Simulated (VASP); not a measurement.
# BaO (Fm-3m) in VASP: further runs, part 2 of 2

VASP 6.6.1.

## (3) Single point, r2SCAN

This run uses another cell than the first one, of 21.30 Å³/atom.

Input file POSCAR:

```
BaO
1.0
    0.0000000000      2.7721139118      2.7721139118
    2.7721139118      0.0000000000      2.7721139118
    2.7721139118      2.7721139118      0.0000000000
Ba O
1 1
Direct
    0.0000000000      0.0000000000      0.0000000000
    0.5000000000      0.5000000000      0.5000000000
```

Input file INCAR.step1:

```
ALGO     = Normal         # electronic algorithm
EDIFF    = 1E-5           # SCF threshold, eV
ENCUT    = 660            # plane-wave cutoff, eV
GGA      = PE             # functional
GGA_COMPAT= False        
ISMEAR   = 0              # smearing method
LASPH    = True           # aspherical terms in the spheres
LCHARG   = False          # write CHGCAR
LREAL    = False          # projectors in reciprocal space
LWAVE    = True           # write WAVECAR
NBANDS   = 15             # bands
NELM     = 120            # most SCF steps
PREC     = Accurate       # precision mode
SIGMA    = 0.01           # smearing width, eV
```

Input file INCAR.step2:

```
ALGO     = Normal         # electronic algorithm
EDIFF    = 1E-6           # SCF threshold, eV
ENCUT    = 660            # plane-wave cutoff, eV
GGA_COMPAT= False        
ISIF     = 2              # what is computed and relaxed
ISMEAR   = 0              # smearing method
ISTART   = 1            
LASPH    = True           # aspherical terms in the spheres
LCHARG   = False          # write CHGCAR
LMIXTAU  = True         
LREAL    = False          # projectors in reciprocal space
LWAVE    = False          # write WAVECAR
METAGGA  = R2SCAN         # meta-GGA
NBANDS   = 15             # bands
NELM     = 120            # most SCF steps
PREC     = Accurate       # precision mode
SIGMA    = 0.01           # smearing width, eV
```

Input file KPOINTS:

```
k-points
0
Gamma
  8 8 8
```

Potentials or basis: VASP PAW PBE potentials, release 64 (Ba_sv, O).

Run with:

```console
$ cat potpaw_PBE.64/Ba_sv/POTCAR potpaw_PBE.64/O/POTCAR > POTCAR
$ cp INCAR.step1 INCAR
$ mpirun -np 1 vasp_std > vasp.out
$ cp INCAR.step2 INCAR
$ mpirun -np 1 vasp_std > vasp.out
```

OUTCAR:

```text
EDIFF = 1E-6
   ENCUT = 660
   ISIF = 2
   ISMEAR = 0
   ISTART = 1
   LASPH = True
   LREAL = False
   METAGGA = R2SCAN
   NELM = 120
   PREC = Accurate

 ion  position               nearest neighbor table
   1  0.000  0.000  0.000-   2 2.77   2 2.77   2 2.77   2 2.77   2 2.77   2 2.77
   2  0.500  0.500  0.500-   1 2.77   1 2.77   1 2.77   1 2.77   1 2.77   1 2.77

  LATTYP: Found a face centered cubic cell.
 ALAT       =     5.5442278236

  Lattice vectors:

 A1 = (   0.0000000000,   2.7721139118,   2.7721139118)
 A2 = (   2.7721139118,   0.0000000000,   2.7721139118)
 A3 = (   2.7721139118,   2.7721139118,   0.0000000000)

Analysis of symmetry for initial positions (statically):
=====================================================================
 Subroutine PRICEL returns:
 Original cell was already a primitive cell.

 Routine SETGRP: Setting up the symmetry group for a
 face centered cubic supercell.

 Subroutine GETGRP returns: Found 48 space group operations
 (whereof 48 operations were pure point group operations)
 out of a pool of 48 trial point group operations.

The static configuration has the point symmetry O_h .

Analysis of symmetry for dynamics (positions and initial velocities):
=====================================================================
 Subroutine PRICEL returns:
 Original cell was already a primitive cell.

 Routine SETGRP: Setting up the symmetry group for a
 face centered cubic supercell.

 Subroutine GETGRP returns: Found 48 space group operations
 (whereof 48 operations were pure point group operations)
 out of a pool of 48 trial point group operations.

The dynamic configuration has the point symmetry O_h .

 Subroutine INISYM returns: Found 48 space group operations
 (whereof 48 operations are pure point group operations),
 and found     1 'primitive' translations

----------------------------------------------------------------------------------------

                                     Primitive cell

  volume of cell :      42.6053

  direct lattice vectors                    reciprocal lattice vectors
     0.000000000  2.772113912  2.772113912    -0.180367768  0.180367768  0.180367768
     2.772113912  0.000000000  2.772113912     0.180367768 -0.180367768  0.180367768
     2.772113912  2.772113912  0.000000000     0.180367768  0.180367768 -0.180367768

  length of vectors
     3.920361091  3.920361091  3.920361091     0.312406139  0.312406139  0.312406139

  position of ions in fractional coordinates (direct lattice)
     0.000000000  0.000000000  0.000000000
     0.500000000  0.500000000  0.500000000

  ion indices of the primitive-cell ions
   primitive index   ion index
                 1           1
                 2           2

----------------------------------------------------------------------------------------

 KPOINTS: k-points

Automatic generation of k-mesh.
 Grid dimensions read from file:
 generate k-points for:    8    8    8

 Generating k-lattice:

  Cartesian coordinates                     Fractional coordinates (reciprocal lattice)
    -0.022545971  0.022545971  0.022545971     0.125000000  0.000000000  0.000000000
     0.022545971 -0.022545971  0.022545971     0.000000000  0.125000000  0.000000000
     0.022545971  0.022545971 -0.022545971     0.000000000  0.000000000  0.125000000

[... 40 lines left out ...]
   total plane-waves  NPLWV =  46656
   dimension x,y,z NGX =    36 NGY =   36 NGZ =   36
   dimension x,y,z NGXF=    72 NGYF=   72 NGZF=   72
   ions per type =               1   1
   NGX,Y,Z   is equivalent  to a cutoff of  15.27, 15.27, 15.27 a.u.
   NGXF,Y,Z  is equivalent  to a cutoff of  30.53, 30.53, 30.53 a.u.
 SYSTEM =  unknown system
   PREC   = accura    normal or accurate (medium, high low for compatibility)
   ISTART =      1    job   : 0-new  1-cont  2-samecut
   ICHARG =      0    charge: 1-file 2-atom 10-const
   ISPIN  =      1    spin polarized calculation?
   LNONCOLLINEAR =      F non collinear calculations
   LSORBIT =      F    spin-orbit coupling
   LASPH  =      T    aspherical Exc in radial PAW
   ENCUT  =  660.0 eV  48.51 Ry    6.96 a.u.   8.21  8.21  8.21*2*pi/ulx,y,z
   NELM   =    120;   NELMIN=  2; NELMDL=  0     # of ELM steps
   EDIFF  = 0.1E-05   stopping-criterion for ELM
   LREAL  =      F    real-space projection
   EDIFFG = 0.1E-04   stopping-criterion for IOM
   NSW    =      0    number of steps for IOM
   IBRION =     -1    ionic relax: 0-MD 1-quasi-New 2-CG
   NFREE  =      0    steps in history (QN), initial steepest desc. (CG)
   ISIF   =      2    stress and relaxation
   ISYM   =      2    0-nonsym 1-usesym 2-fastsym
   POTIM  = 0.5000    time-step for ionic-motion
   TEBEG  =    0.0;   TEEND  =   0.0 temperature during run
   PSTRESS=    0.0 pullay stress
   NELECT =      16.0000    total number of electrons
   NUPDOWN=      -1.0000    fix difference up-down
   EMIN   =  10.00;   EMAX   =-10.00  energy-range for DOS
   EFERMI =   0.00;   METHOD = LEGACY
   ISMEAR =     0;   SIGMA  =   0.01  broadening in eV -4-tet -1-fermi 0-gaus
   EFERMI_NEDOS =   21; number of points for ismear=-14 and -15
   IALGO  =     38    algorithm
   IMIX   =      4    mixing-type and parameters
     AMIX     =   0.40;   BMIX     =  1.00
     AMIX_MAG =   1.60;   BMIX_MAG =  1.00
  volume/ion in A,a.u.               =      21.30       143.76
  Fermi-wavevector in a.u.,A,eV,Ry     =   1.181119  2.231992 18.980709  1.395043
  Thomas-Fermi vector in A             =   2.317399
   LORBIT       =      0    0 simple, 1 ext, 2 COOP (PROOUT), +10 PAW based schemes
   METAGGA = R2SCAN    functional components
   LHFCALC =     F    Hartree Fock is set to
   AEXX    =    0.0000 exact exchange contribution
   IVDW    =     0    specifies the selected vdW correction
   LEPSILON=     F    determine dielectric tensor
   LRPA    =     F    only Hartree local field effects (RPA)
 non-spin polarized calculation
 Gauss-broadening in eV      SIGMA  =   0.01
  energy-cutoff  :      660.00
  volume of cell :       42.61
 maximum number of plane-waves:      1676
 NGX is ok and might be reduce to    36
   NGX = 17   NGY = 17   NGZ = 17

 number of electron      16.0000001 magnetization

 Free energy of the ion-electron system (eV)
  ---------------------------------------------------
  ext. energy  EPLUGINS =         0.00000000
  ---------------------------------------------------
  free energy    TOTEN  =       -37.82638844 eV

  energy without entropy =      -37.82638844  energy(sigma->0) =      -37.82638844

 E-fermi :   1.6838     XC(G=0): -10.1514

 val. band max:        1.6299738280   @ k =   0.5000   0.5000   0.0000
 cond. band min:       3.9486511587   @ k =   0.5000   0.5000   0.0000
 fundamental gap:      2.3186773307
 Fermi energy:         1.6838490314

 k-point     1 :       0.0000    0.0000    0.0000
  band No.  band energies     occupation
      1     -25.0454      2.00000
      2     -14.3448      2.00000
      3      -9.1317      2.00000
      4      -9.1317      2.00000
      5      -9.1317      2.00000
      6       1.2653      2.00000
      7       1.2653      2.00000
      8       1.2653      2.00000
      9       5.7460      0.00000
     10       6.7556      0.00000
     11       6.7556      0.00000
     12       6.7556      0.00000
     13       9.1905      0.00000
     14       9.1905      0.00000
[... 401 lines left out ...]
      2     -14.8811      2.00000
      3      -9.7724      2.00000
      4      -9.7465      2.00000
      5      -9.2535      2.00000
      6       0.1018      2.00000
      7       0.7015      2.00000
      8       0.7628      2.00000
      9       6.8713      0.00000
     10       7.5061      0.00000
     11       9.9974      0.00000
     12      10.0830      0.00000
     13      12.3550      0.00000
     14      14.0250      0.00000
     15      14.6544      0.00000

 [... further k-points ...]

------------------------ aborting loop because EDIFF is reached ----------------------------------------

  FORCE on cell =-STRESS in cart. coord.  units (eV):
  Direction    XX          YY          ZZ          XY          YZ          ZX
  --------------------------------------------------------------------------------------
  -------------------------------------------------------------------------------------
  Total        0.4156219      0.4156219      0.4156219      0.0000000      0.0000000      0.0000000
  in kB       15.6295249     15.6295249     15.6295249      0.0000000      0.0000000      0.0000000
  external PRESSURE =      15.6295249 kB  Pullay stress =       0.0000000 kB

 VOLUME and BASIS-vectors are now :
 -----------------------------------------------------------------------------
  energy-cutoff  :      660.00
  volume of cell :       42.61
      direct lattice vectors                 reciprocal lattice vectors
     0.000000000  2.772113912  2.772113912    -0.180367768  0.180367768  0.180367768
     2.772113912  0.000000000  2.772113912     0.180367768 -0.180367768  0.180367768
     2.772113912  2.772113912  0.000000000     0.180367768  0.180367768 -0.180367768

 POSITION                                       TOTAL-FORCE (eV/Angst)
 -----------------------------------------------------------------------------------
      0.00000      0.00000      0.00000         0.000000     -0.000000      0.000000
      2.77211      2.77211      2.77211         0.000000      0.000000     -0.000000
 -----------------------------------------------------------------------------------
    total drift:                                0.000000      0.000000      0.000000

  FREE ENERGIE OF THE ION-ELECTRON SYSTEM (eV)
  ---------------------------------------------------
  free  energy   TOTEN  =       -37.8263884386 eV

  energy  without entropy=      -37.8263884386  energy(sigma->0) =      -37.82638844
```

It took 3 min on 1 thread of Intel Xeon 8259CL, shared host; peak memory 0.23 GiB.

Results:

* Free energy: -37.8264 eV
* Pressure: 1.6 GPa
* Band gap on the k mesh: 2.32 eV

Caveat: the PAW data sets were made with another functional, which shifts forces and pressure a little; spin-orbit coupling is left out, which moves the levels of the heavy elements. A k mesh can miss the band edges.

## (4) Single point, r2SCAN

This run uses another cell than the first one, of 21.30 Å³/atom.

POSCAR is that of step 3.

Input file INCAR.step1:

```
SYSTEM = BaO
  ALGO = Normal
  EDIFF = 1E-5
  ENCUT = 660
  GGA = PE
  GGA_COMPAT = .False.
  ISMEAR = 0
  LASPH = .True.
  LCHARG = .False.
  LREAL = .False.
  LWAVE = .True.
  NBANDS = 15
  NELM = 120
  PREC = Accurate
  SIGMA = 0.01
```

Input file INCAR.step2:

```
SYSTEM = BaO
  ALGO = Normal
  EDIFF = 1E-6
  ENCUT = 660
  GGA_COMPAT = .False.
  ISIF = 2
  ISMEAR = 0
  ISTART = 1
  LASPH = .True.
  LCHARG = .False.
  LMIXTAU = .True.
  LREAL = .False.
  LWAVE = .False.
  METAGGA = R2SCAN
  NBANDS = 15
  NELM = 120
  PREC = Accurate
  SIGMA = 0.01
```

Input file KPOINTS:

```
k-points
0
Gamma
  8 8 8
  0 0 0
```

Run with:

```console
$ cat potpaw_PBE.64/Ba_sv/POTCAR potpaw_PBE.64/O/POTCAR > POTCAR
$ cp INCAR.step1 INCAR
$ mpirun -np 1 vasp_std > vasp.out
$ cp INCAR.step2 INCAR
$ mpirun -np 1 vasp_std > vasp.out
```

Run time: 3.3 min. Hardware: 1 thread of Intel Xeon 8259CL, shared host; peak memory 0.23 GiB.

The run converged. Its results:

```yaml
Free_energy: -37.8264 eV
Pressure: 1.6 GPa
Band_gap_on_the_k_mesh: 2.32 eV
```

Levels at points of the mesh, in eV from the valence-band top:
| k point | band 5 | band 6 | band 7 | band 8 | band 9 | band 10 | band 11 | band 12 |
| --- | --- | --- | --- | --- | --- | --- | --- | --- |
| (0.00, 0.00, 0.00) | -10.76 | -0.36 | -0.36 | -0.36 | 4.12 | 5.13 | 5.13 | 5.13 |
| (0.50, 0.00, 0.00) | -10.88 | -1.96 | -1.49 | -1.49 | 5.32 | 7.65 | 7.65 | 8.69 |
| (0.50, 0.50, 0.00) | -11.34 | -0.17 | -0.17 | 0.00 | 2.32 | 6.56 | 9.54 | 9.96 |

Caveat: the PAW data sets were made with another functional, which shifts forces and pressure a little; spin-orbit coupling is left out, which moves the levels of the heavy elements. r2SCAN opens gaps a little over a GGA but as a rule still falls short of measured ones.

## (5) Single point, r2SCAN

This run uses another cell than the first one, of 21.30 Å³/atom.

POSCAR is that of step 4.

Input file INCAR.step1:

```
PREC = Accurate
ENCUT = 660
ISMEAR = 1
SIGMA = 0.05
LREAL = F
LASPH = T
NELM = 120
NBANDS = 15
GGA = PE
ALGO = Normal
EDIFF = 1E-5
LWAVE = T
LCHARG = F
GGA_COMPAT = F
```

Input file INCAR.step2:

```
PREC = Accurate
ENCUT = 660
EDIFF = 1E-6
ISMEAR = 1
SIGMA = 0.05
LREAL = F
LASPH = T
NELM = 120
ALGO = Normal
ISIF = 2
LWAVE = F
LCHARG = F
METAGGA = R2SCAN
LMIXTAU = T
NBANDS = 15
ISTART = 1
GGA_COMPAT = F
```

Input file KPOINTS:

```
Automatic mesh
0
Gamma
  8 8 8
```

Potentials or basis: VASP PAW PBE potentials, release 64 (Ba_sv, O).

Run with:

```console
$ cat potpaw_PBE.64/Ba_sv/POTCAR potpaw_PBE.64/O/POTCAR > POTCAR
$ cp INCAR.step1 INCAR
$ mpirun -np 1 vasp_std > vasp.out
$ cp INCAR.step2 INCAR
$ mpirun -np 1 vasp_std > vasp.out
```

OUTCAR:

```text
PREC = Accurate
   ENCUT = 660
   EDIFF = 1E-6
   ISMEAR = 1
   LREAL = F
   LASPH = T
   NELM = 120
   ISIF = 2
   METAGGA = R2SCAN
   ISTART = 1

 ion  position               nearest neighbor table
   1  0.000  0.000  0.000-   2 2.77   2 2.77   2 2.77   2 2.77   2 2.77   2 2.77
   2  0.500  0.500  0.500-   1 2.77   1 2.77   1 2.77   1 2.77   1 2.77   1 2.77

  LATTYP: Found a face centered cubic cell.
 ALAT       =     5.5442278236

  Lattice vectors:

 A1 = (   0.0000000000,   2.7721139118,   2.7721139118)
 A2 = (   2.7721139118,   0.0000000000,   2.7721139118)
 A3 = (   2.7721139118,   2.7721139118,   0.0000000000)

Analysis of symmetry for initial positions (statically):
=====================================================================
 Subroutine PRICEL returns:
 Original cell was already a primitive cell.

 Routine SETGRP: Setting up the symmetry group for a
 face centered cubic supercell.

 Subroutine GETGRP returns: Found 48 space group operations
 (whereof 48 operations were pure point group operations)
 out of a pool of 48 trial point group operations.

[... 176 lines left out ...]
      5      -9.1317      2.00000
      6       1.2653      2.00000
      7       1.2653      2.00000
      8       1.2653      2.00000
      9       5.7460      0.00000
     10       6.7556      0.00000
     11       6.7556      0.00000
     12       6.7556      0.00000
     13       9.1905      0.00000
     14       9.1905      0.00000
[... 401 lines left out ...]
      2     -14.8811      2.00000
      3      -9.7725      2.00000
      4      -9.7465      2.00000
      5      -9.2535      2.00000
      6       0.1018      2.00000
      7       0.7015      2.00000
      8       0.7628      2.00000
      9       6.8713      0.00000
     10       7.5061      0.00000
     11       9.9974      0.00000
     12      10.0830      0.00000
     13      12.3550      0.00000
     14      14.0250      0.00000
     15      14.6544      0.00000

 [... further k-points ...]

------------------------ aborting loop because EDIFF is reached ----------------------------------------

  FORCE on cell =-STRESS in cart. coord.  units (eV):
  Direction    XX          YY          ZZ          XY          YZ          ZX
  --------------------------------------------------------------------------------------
  -------------------------------------------------------------------------------------
  Total        0.4155869      0.4155869      0.4155869      0.0000000      0.0000000      0.0000000
  in kB       15.6282093     15.6282093     15.6282093      0.0000000      0.0000000      0.0000000
  external PRESSURE =      15.6282093 kB  Pullay stress =       0.0000000 kB

 VOLUME and BASIS-vectors are now :
 -----------------------------------------------------------------------------
  energy-cutoff  :      660.00
  volume of cell :       42.61
      direct lattice vectors                 reciprocal lattice vectors
     0.000000000  2.772113912  2.772113912    -0.180367768  0.180367768  0.180367768
     2.772113912  0.000000000  2.772113912     0.180367768 -0.180367768  0.180367768
     2.772113912  2.772113912  0.000000000     0.180367768  0.180367768 -0.180367768

 POSITION                                       TOTAL-FORCE (eV/Angst)
 -----------------------------------------------------------------------------------
      0.00000      0.00000      0.00000         0.000000      0.000000     -0.000000
      2.77211      2.77211      2.77211         0.000000      0.000000      0.000000
 -----------------------------------------------------------------------------------
    total drift:                                0.000000      0.000000      0.000000

  FREE ENERGIE OF THE ION-ELECTRON SYSTEM (eV)
  ---------------------------------------------------
  free  energy   TOTEN  =       -37.8263699474 eV

  energy  without entropy=      -37.8263993534  energy(sigma->0) =      -37.82637975
```

Run time: 3.3 min. Hardware: 1 thread of Intel Xeon 8259CL, shared host; peak memory 0.23 GiB.

Results:

- Free energy: -37.8264 eV
- Pressure: 1.6 GPa
- Band gap on the k mesh: 2.32 eV

Levels at points of the mesh, in eV from the valence-band top:
| k point | band 4 | band 5 | band 6 | band 7 | band 8 | band 9 | band 10 | band 11 | band 12 | band 13 |
| --- | --- | --- | --- | --- | --- | --- | --- | --- | --- | --- |
| (0.00, 0.00, 0.00) | -10.76 | -10.76 | -0.36 | -0.36 | -0.36 | 4.12 | 5.13 | 5.13 | 5.13 | 7.56 |
| (0.50, 0.00, 0.00) | -10.88 | -10.88 | -1.96 | -1.49 | -1.49 | 5.32 | 7.65 | 7.65 | 8.69 | 11.14 |
| (0.50, 0.50, 0.00) | -11.34 | -11.34 | -0.17 | -0.17 | 0.00 | 2.32 | 6.56 | 9.54 | 9.96 | 10.22 |

Caveat: the PAW data sets were made with another functional, which shifts forces and pressure a little; spin-orbit coupling is left out, which moves the levels of the heavy elements. r2SCAN opens gaps a little over a GGA but as a rule still falls short of measured ones.

## (6) Summary

```csv
cell,smearing,gap on the mesh (eV),pressure (GPa)
"a = 3.901 Å, angles 60.0°, 2 atoms",gaussian 0.01 eV,2.27,2.9
"a = 3.920 Å, angles 60.0°, 2 atoms",gaussian 0.01 eV,2.32,1.6
"a = 3.920 Å, angles 60.0°, 2 atoms",methfessel-paxton 0.05 eV,2.32,1.6
```

Alike in all rows: task single point; level r2SCAN; potentials or basis VASP PAW PBE potentials, release 64 (Ba_sv, O); no spin polarisation; k mesh 8 × 8 × 8; cutoff (eV) 660.

Caveats: the PAW data sets were made with another functional, which shifts forces and pressure a little; spin-orbit coupling is left out, which moves the levels of the heavy elements.

Absolute energies hang on the potentials; compare differences alone.
